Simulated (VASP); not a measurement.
# HC4 in VASP: single point with PBE+D3(BJ)

Aim: the single point of HC4 with PBE+D3(BJ).

Program: VASP 6.6.1. These are calculated values, not measurements. Logs are shortened: lines on timing, memory, paths and dates and some standing lists are left out, and cuts for length are marked.

### Step 1. The cell of the first run

The cell holds a slab with vacuum, 10 atoms: a = 2.515 Å, b = 2.515 Å, c = 26.814 Å, α = 90.00°, β = 90.00°, γ = 120.00°.

### Step 2. Single point, PBE+D3(BJ), collinear spin

The input, INCAR:

```
  PREC = Accurate
  ENCUT = 520
  EDIFF = 1E-6
  ISMEAR = 0
  SIGMA = 0.05
  LREAL = F
  LASPH = T
  NELM = 200
  ALGO = Normal
  ISIF = 2
  LWAVE = F
  LCHARG = F
  ISPIN = 2
  MAGMOM = 0 1 0 0 0 0 0 0 0 0
  LORBIT = 11
  LDIPOL = T
  IDIPOL = 3
  DIPOL = 0.5 0.5 0.485
  GGA = PE
  IVDW = 12
  NBANDS = 32
  GGA_COMPAT = F
  NELMDL = -8
```

The input, KPOINTS:

```
Automatic mesh
0
Gamma
  12 12 1
```

The input, POSCAR:

```
HC4
1.0
    2.5150999885      0.0000000000      0.0000000000
   -1.2575499942      2.1781404831      0.0000000000
    0.0000000000      0.0000000000     26.8141042591
H C
2 8
Direct
    0.0000000000      0.0000000000      0.3169973502
    0.0000000000      0.0000000000      0.6581266014
    0.0000000000      0.0000000000      0.3595122891
    0.6666666667      0.3333333333      0.3786586543
    0.6666666667      0.3333333333      0.4360977502
    0.3333333333      0.6666666667      0.4552441155
    0.3333333333      0.6666666667      0.5128304095
    0.0000000000      0.0000000000      0.5316858867
    0.0000000000      0.0000000000      0.5906084589
    0.6666666667      0.3333333333      0.6081558859
```

Potentials or basis: VASP PAW PBE potentials, release 64 (H, C).

Run with:

```console
$ cat potpaw_PBE.64/H/POTCAR potpaw_PBE.64/C/POTCAR > POTCAR
$ mpirun -np 1 vasp_std > vasp.out
```

OUTCAR:

```text
PREC = Accurate
   ENCUT = 520
   EDIFF = 1E-6
   ISMEAR = 0
   LREAL = F
   LASPH = T
   NELM = 200
   ISIF = 2
   ISPIN = 2
   LORBIT = 11
   GGA = PE
   IVDW = 12
   NELMDL = -8
 IVDW          = 12

 ion  position               nearest neighbor table
   1  0.000  0.000  0.317-   3 1.14
   2  0.000  0.000  0.658-
   3  0.000  0.000  0.360-   1 1.14   4 1.54   4 1.54   4 1.54
   4  0.667  0.333  0.379-   3 1.54   3 1.54   3 1.54   5 1.54
   5  0.667  0.333  0.436-   6 1.54   6 1.54   4 1.54   6 1.54
   6  0.333  0.667  0.455-   5 1.54   5 1.54   5 1.54   7 1.54
   7  0.333  0.667  0.513-   8 1.54   8 1.54   8 1.54   6 1.54
   8  0.000  0.000  0.532-   7 1.54   7 1.54   7 1.54   9 1.58
   9  0.000  0.000  0.591-  10 1.53  10 1.53  10 1.53   8 1.58
  10  0.667  0.333  0.608-   9 1.53   9 1.53   9 1.53

  LATTYP: Found a hexagonal cell.
 ALAT       =     2.5150999885
 C/A-ratio  =    10.6612478159

  Lattice vectors:

 A1 = (   2.5150999885,   0.0000000000,   0.0000000000)
 A2 = (  -1.2575499942,   2.1781404831,   0.0000000000)
 A3 = (   0.0000000000,   0.0000000000,  26.8141042591)

Analysis of symmetry for initial positions (statically):
=====================================================================
 Subroutine PRICEL returns:
 Original cell was already a primitive cell.

 Routine SETGRP: Setting up the symmetry group for a
 hexagonal supercell.

 Subroutine GETGRP returns: Found  6 space group operations
 (whereof  6 operations were pure point group operations)
 out of a pool of 24 trial point group operations.

The static configuration has the point symmetry C_3v.

Analysis of symmetry for dynamics (positions and initial velocities):
=====================================================================
 Subroutine PRICEL returns:
 Original cell was already a primitive cell.

 Routine SETGRP: Setting up the symmetry group for a
 hexagonal supercell.

 Subroutine GETGRP returns: Found  6 space group operations
 (whereof  6 operations were pure point group operations)
 out of a pool of 24 trial point group operations.

The dynamic configuration has the point symmetry C_3v.

Analysis of structural, dynamic, and magnetic symmetry:
=====================================================================
 Subroutine PRICEL returns:
 Original cell was already a primitive cell.

 Routine SETGRP: Setting up the symmetry group for a
 hexagonal supercell.

 Subroutine GETGRP returns: Found  6 space group operations
 (whereof  6 operations were pure point group operations)
 out of a pool of 24 trial point group operations.

The overall configuration has the point symmetry C_3v.

 Subroutine INISYM returns: Found  6 space group operations
 (whereof  6 operations are pure point group operations),
 and found     1 'primitive' translations

----------------------------------------------------------------------------------------

                                     Primitive cell

  volume of cell :     146.8941

  direct lattice vectors                    reciprocal lattice vectors
     2.515099988  0.000000000  0.000000000     0.397598507  0.229553605  0.000000000
    -1.257549994  2.178140483  0.000000000     0.000000000  0.459107210  0.000000000
     0.000000000  0.000000000 26.814104259     0.000000000  0.000000000  0.037293806

  length of vectors
     2.515099988  2.515099988 26.814104259     0.459107210  0.459107210  0.037293806

  position of ions in fractional coordinates (direct lattice)
     0.000000000  0.000000000  0.316997350
     0.000000000  0.000000000  0.658126601
     0.000000000  0.000000000  0.359512289
     0.666666667  0.333333333  0.378658654
     0.666666667  0.333333333  0.436097750
     0.333333333  0.666666667  0.455244116
     0.333333333  0.666666667  0.512830409
     0.000000000  0.000000000  0.531685887
     0.000000000  0.000000000  0.590608459
     0.666666667  0.333333333  0.608155886

  ion indices of the primitive-cell ions
   primitive index   ion index
                 1           1
                 2           2
                 3           3
                 4           4
                 5           5
                 6           6
                 7           7
                 8           8
                 9           9
                10          10

----------------------------------------------------------------------------------------

 KPOINTS: Automatic mesh

Automatic generation of k-mesh.
 Grid dimensions read from file:
 generate k-points for:   12   12    1

 Generating k-lattice:

  Cartesian coordinates                     Fractional coordinates (reciprocal lattice)
     0.033133209  0.019129467  0.000000000     0.083333333  0.000000000  0.000000000
     0.000000000  0.038258934  0.000000000     0.000000000  0.083333333  0.000000000
     0.000000000  0.000000000  0.037293806     0.000000000  0.000000000  1.000000000

  Length of vectors
     0.038258934  0.038258934  0.037293806

  Shift w.r.t. Gamma in fractional coordinates (k-lattice)
     0.000000000  0.000000000  0.000000000

 Subroutine IBZKPT returns following result:
 ===========================================

 Found     19 irreducible k-points:

 Following reciprocal coordinates:
            Coordinates               Weight
  0.000000  0.000000  0.000000      1.000000
  0.083333 -0.000000  0.000000      6.000000
  0.166667 -0.000000  0.000000      6.000000
  0.250000 -0.000000  0.000000      6.000000
  0.333333 -0.000000  0.000000      6.000000
  0.416667 -0.000000  0.000000      6.000000
[... 11 lines left out ...]
  0.333333  0.250000  0.000000     12.000000
  0.333333  0.333333  0.000000      2.000000
   k-points           NKPTS =     19   k-points in BZ     NKDIM =     19   number of bands    NBANDS=     32
   number of dos      NEDOS =    301   number of ions     NIONS =     10
   total plane-waves  NPLWV =  80000
   dimension x,y,z NGX =    20 NGY =   20 NGZ =  200
   dimension x,y,z NGXF=    40 NGYF=   40 NGZF=  400
   ions per type =               2   8
   NGX,Y,Z   is equivalent  to a cutoff of  13.22, 13.22, 12.40 a.u.
   NGXF,Y,Z  is equivalent  to a cutoff of  26.44, 26.44, 24.80 a.u.
 SYSTEM =  unknown system
   PREC   = accura    normal or accurate (medium, high low for compatibility)
   ISTART =      0    job   : 0-new  1-cont  2-samecut
   ICHARG =      2    charge: 1-file 2-atom 10-const
   ISPIN  =      2    spin polarized calculation?
   LNONCOLLINEAR =      F non collinear calculations
   LSORBIT =      F    spin-orbit coupling
   LASPH  =      T    aspherical Exc in radial PAW
   ENCUT  =  520.0 eV  38.22 Ry    6.18 a.u.   4.68  4.68 49.86*2*pi/ulx,y,z
   NELM   =    200;   NELMIN=  2; NELMDL= -8     # of ELM steps
   EDIFF  = 0.1E-05   stopping-criterion for ELM
   LREAL  =      F    real-space projection
   EDIFFG = 0.1E-04   stopping-criterion for IOM
   NSW    =      0    number of steps for IOM
   IBRION =     -1    ionic relax: 0-MD 1-quasi-New 2-CG
   NFREE  =      0    steps in history (QN), initial steepest desc. (CG)
   ISIF   =      2    stress and relaxation
   ISYM   =      2    0-nonsym 1-usesym 2-fastsym
   POTIM  = 0.5000    time-step for ionic-motion
   TEBEG  =    0.0;   TEEND  =   0.0 temperature during run
   PSTRESS=    0.0 pullay stress
   NELECT =      34.0000    total number of electrons
   NUPDOWN=      -1.0000    fix difference up-down
   EMIN   =  10.00;   EMAX   =-10.00  energy-range for DOS
   EFERMI =   0.00;   METHOD = LEGACY
   ISMEAR =     0;   SIGMA  =   0.05  broadening in eV -4-tet -1-fermi 0-gaus
   EFERMI_NEDOS =   21; number of points for ismear=-14 and -15
   IALGO  =     38    algorithm
   IMIX   =      4    mixing-type and parameters
     AMIX     =   0.40;   BMIX     =  1.00
     AMIX_MAG =   1.60;   BMIX_MAG =  1.00
  volume/ion in A,a.u.               =      14.69        99.13
  Fermi-wavevector in a.u.,A,eV,Ry     =   1.005155  1.899467 13.746461  1.010336
  Thomas-Fermi vector in A             =   2.137816
   LORBIT       =     11    0 simple, 1 ext, 2 COOP (PROOUT), +10 PAW based schemes
   GGA     = PE    functional components
   LHFCALC =     F    Hartree Fock is set to
   AEXX    =    0.0000 exact exchange contribution
   IVDW    =    12    specifies the selected vdW correction
   LEPSILON=     F    determine dielectric tensor
   LRPA    =     F    only Hartree local field effects (RPA)
 spin polarized calculation
 Gauss-broadening in eV      SIGMA  =   0.05
  energy-cutoff  :      520.00
  volume of cell :      146.89
 maximum number of plane-waves:      3988
 NGX is ok and might be reduce to    20
   NGX =  9   NGY =  9   NGZ = 99

 dipolmoment           0.000000      0.000000     -0.030443 electrons x Angstroem

 number of electron      34.0000000 magnetization       0.0000435

 dipolmoment           0.000000      0.000000      0.059745 electrons x Angstroem

 Free energy of the ion-electron system (eV)
  ---------------------------------------------------
  ext. energy  EPLUGINS =         0.00000000
  ---------------------------------------------------
  free energy    TOTEN  =       -76.41232518 eV

  energy without entropy =      -76.41232518  energy(sigma->0) =      -76.41232518

 E-fermi :   0.1858     XC(G=0):  -5.2517

 val. band max:       -0.0732061471   @ k =   0.0000   0.0000   0.0000
 cond. band min:       1.0733448992   @ k =   0.5000  -0.0000   0.0000
 fundamental gap:      1.1465510463
 Fermi energy:         0.1857582260

 spin component 1

 k-point     1 :       0.0000    0.0000    0.0000
  band No.  band energies     occupation
      1     -20.9400      1.00000
      2     -19.8974      1.00000
      3     -18.3708      1.00000
      4     -16.5152      1.00000
      5     -12.1119      1.00000
      6      -9.5152      1.00000
[... 575 lines left out ...]
      6     -11.1347      1.00000
[... 21 lines left out ...]
     28      12.8736      0.00000
     29      13.3000      0.00000
 Fermi energy:         0.1857582260

 spin component 2

 k-point     1 :       0.0000    0.0000    0.0000
  band No.  band energies     occupation
      1     -20.9400      1.00000
      2     -19.8974      1.00000
      3     -18.3707      1.00000
      4     -16.5151      1.00000
      5     -12.1119      1.00000
      6      -9.5152      1.00000
[... 575 lines left out ...]
      6     -11.1347      1.00000
[... 21 lines left out ...]
     28      12.8785      0.00000
     29      13.3012      0.00000
 [bands above 29 left out]

------------------------ aborting loop because EDIFF is reached ----------------------------------------

 vacuum level on the upper side and lower side of the slab       (xc-potential included)         0.832        -1.036

 Edisp (eV)   -1.44524

 E8    (eV) :    -0.4172

  FORCE on cell =-STRESS in cart. coord.  units (eV):
  Direction    XX          YY          ZZ          XY          YZ          ZX
  --------------------------------------------------------------------------------------
  -------------------------------------------------------------------------------------
  Total      -1.58964    -1.58964    -1.36025    -0.00000     0.00000    -0.00000
  in kB     -17.33821   -17.33821   -14.83632    -0.00000     0.00000    -0.00000
  external pressure =      -16.50 kB  Pullay stress =        0.00 kB

 VOLUME and BASIS-vectors are now :
 -----------------------------------------------------------------------------
  energy-cutoff  :      520.00
  volume of cell :      146.89
      direct lattice vectors                 reciprocal lattice vectors
     2.515099988  0.000000000  0.000000000     0.397598507  0.229553605  0.000000000
    -1.257549994  2.178140483  0.000000000     0.000000000  0.459107210  0.000000000
     0.000000000  0.000000000 26.814104259     0.000000000  0.000000000  0.037293806

 POSITION                                       TOTAL-FORCE (eV/Angst)
 -----------------------------------------------------------------------------------
      0.00000      0.00000      8.50000        -0.000000     -0.000000      0.906052
      0.00000      0.00000     17.64708        -0.000000     -0.000000      0.001270
      0.00000      0.00000      9.64000        -0.000000     -0.000000      0.028512
      1.25755      0.72605     10.15339        -0.000000     -0.000000     -1.009894
      1.25755      0.72605     11.69357         0.000000      0.000000      0.068842
     -0.00000      1.45209     12.20696        -0.000000      0.000000     -0.025993
     -0.00000      1.45209     13.75109         0.000000     -0.000000     -0.000837
      0.00000      0.00000     14.25668        -0.000000     -0.000000      0.010886
      0.00000      0.00000     15.83664         0.000000     -0.000000     -0.002087
      1.25755      0.72605     16.30716         0.000000     -0.000000      0.023250
 -----------------------------------------------------------------------------------
    total drift:                                0.000000      0.000000     -0.000174

  FREE ENERGIE OF THE ION-ELECTRON SYSTEM (eV)
  ---------------------------------------------------
  free  energy   TOTEN  =       -77.8575695128 eV

  energy  without entropy=      -77.8575695128  energy(sigma->0) =      -77.85756951

 vacuum level on the upper side and lower side of the slab         5.401         3.427

 total charge

# of ion       s       p       d       tot
------------------------------------------
    1        0.622   0.036   0.000   0.658
    2        0.332   0.011   0.000   0.343
    3        0.835   1.741   0.000   2.575
    4        0.828   1.748   0.000   2.576
    5        0.831   1.755   0.000   2.586
    6        0.831   1.753   0.000   2.584
    7        0.831   1.756   0.000   2.587
    8        0.834   1.739   0.000   2.573
    9        0.832   1.728   0.000   2.560
   10        0.839   1.638   0.000   2.477
--------------------------------------------------
tot          7.616  13.903   0.000  21.520

 magnetization (x)

# of ion       s       p       d       tot
------------------------------------------
    1        0.000  -0.000   0.000  -0.000
    2       -0.000  -0.000   0.000  -0.000
    3       -0.000  -0.000   0.000  -0.000
    4       -0.000  -0.000   0.000  -0.000
    5       -0.000  -0.000   0.000  -0.000
    6       -0.000  -0.000   0.000  -0.000
    7       -0.000  -0.000   0.000  -0.000
    8       -0.000   0.000   0.000  -0.000
    9       -0.000  -0.000   0.000  -0.000
   10        0.000   0.000   0.000   0.000
--------------------------------------------------
tot         -0.000  -0.000   0.000  -0.000
```

It took 14 min on 1 thread of Oxide Virtual Turin-like, shared host; peak memory 0.36 GiB.

Results:

```
Free energy                                           : -77.8576 eV
Largest force                                         : 1.010 eV/Å
Band gap on the k mesh                                : 1.15 eV (least direct gap 1.69 eV)
Net moment                                            : 0.00 μB per cell
Valence electrons inside the program's atomic spheres : H 0.66, 0.34; C 2.58, 2.59, 2.57, 2.56, 2.48 (each value once)
Dispersion energy per atom                            : -0.145 eV
```

Forces in eV/Å, atoms in the order of the input:
```
H    0.000  0.000  0.906
H    0.000  0.000  0.001
C    0.000  0.000  0.029
C    0.000  0.000 -1.010
C    0.000  0.000  0.069
C    0.000  0.000 -0.026
C    0.000  0.000 -0.001
C    0.000  0.000  0.011
C    0.000  0.000 -0.002
C    0.000  0.000  0.023
```
